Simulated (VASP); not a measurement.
Write the native input for VASP 6.6.1 that does the following.

```yaml
Task: single point
Functional: PBEsol
Potentials_or_basis: VASP PAW PBE potentials, release 64 (Mg, O)
Cutoff: 600 eV
k_mesh: 8 × 8 × 8
Occupations: gaussian, width 0.01 eV
Spin: no spin polarisation
Dipole_correction: no
Further_INCAR_settings: ALGO = Normal; EDIFF = 1e-06; NBANDS = 11; ISYM = 0
```

The structure of MgO lies in POSCAR:

```
MgO
1.0
    0.0000000000      2.1021680256      2.1021680256
    2.1021680256      0.0000000000      2.1021680256
    2.1021680256      2.1021680256      0.0000000000
Mg O
1 1
Direct
    0.0000000000      0.0000000000      0.0000000000
    0.5000000000      0.5000000000      0.5000000000
```

One way to write it, as run:

INCAR

```
SYSTEM = MgO
PREC = Accurate
ENCUT = 600
EDIFF = 1E-6
ISMEAR = 0
SIGMA = 0.01
LREAL = .FALSE.
LASPH = .TRUE.
NELM = 120
ALGO = Normal
ISIF = 2
LWAVE = .FALSE.
LCHARG = .FALSE.
GGA = PS
ISYM = 0
NBANDS = 11
GGA_COMPAT = .FALSE.
```

KPOINTS

```
Automatic mesh
0
G
  8 8 8
  0 0 0
```

Potentials or basis: VASP PAW PBE potentials, release 64 (Mg, O).

Command:

```sh
$ cat potpaw_PBE.64/Mg/POTCAR potpaw_PBE.64/O/POTCAR > POTCAR
$ mpirun -np 1 vasp_std > vasp.out
```

It gave:

The pressure is 0.4 GPa and the band gap on the k mesh is 4.69 eV.

Caveat: the PAW data sets were made with another functional, which shifts forces and pressure a little.

It took 94 s on 1 thread of AMD EPYC 7R43 64-Core Processor (Zen 3) (shared host), peak memory 0.16 GiB.
